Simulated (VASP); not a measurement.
A run of VASP 6.6.1 is set up as follows.

Contents of INCAR:

```
SYSTEM = BiTe
PREC = Accurate ; ENCUT = 520
EDIFF = 1E-7 ; ISMEAR = -1
SIGMA = 0.05 ; LREAL = .FALSE.
LASPH = .TRUE. ; NELM = 100
ALGO = Normal ; ISIF = 2
LWAVE = .FALSE. ; LCHARG = .FALSE.
GGA = PS ; IVDW = 12
NBANDS = 18
```

KPOINTS

```
regular mesh
0
G
  7 7 7
  0 0 0
```

The input POSCAR:

```
BiTe
1.0
    2.4227077728      1.3987509848      3.3172919545
   -2.4227077728      1.3987509848      3.3172919545
    0.0000000000     -2.7975019696      3.3172919545
Bi Te
1 1
Direct
    0.5000000000      0.5000000000      0.5000000000
    0.0000000000      0.0000000000      0.0000000000
```

Potentials or basis: VASP PAW PBE potentials, release 64 (Bi_d, Te).

Command:

```bash
$ cat potpaw_PBE.64/Bi_d/POTCAR potpaw_PBE.64/Te/POTCAR > POTCAR
$ mpirun -np 1 vasp_std > vasp.out
```

Task: What does it give for the band gap on the k mesh?

Result: Zero (an odd number of electrons rules out a gap without spin polarisation).

Task: Estimate the dispersion energy per atom.

Result: -0.446 eV.

Task: Predict the pressure.

Result: -4.5 GPa.

Stress tensor (GPa, compression positive):
```
-4.54  0.00  0.00
 0.00 -4.54  0.00
 0.00  0.00 -4.35
```

Caveat: three body term missing; the cell stands under tension; the PAW data sets were made with another functional, which shifts forces and pressure a little; spin-orbit coupling is left out, which moves the levels of the heavy elements.
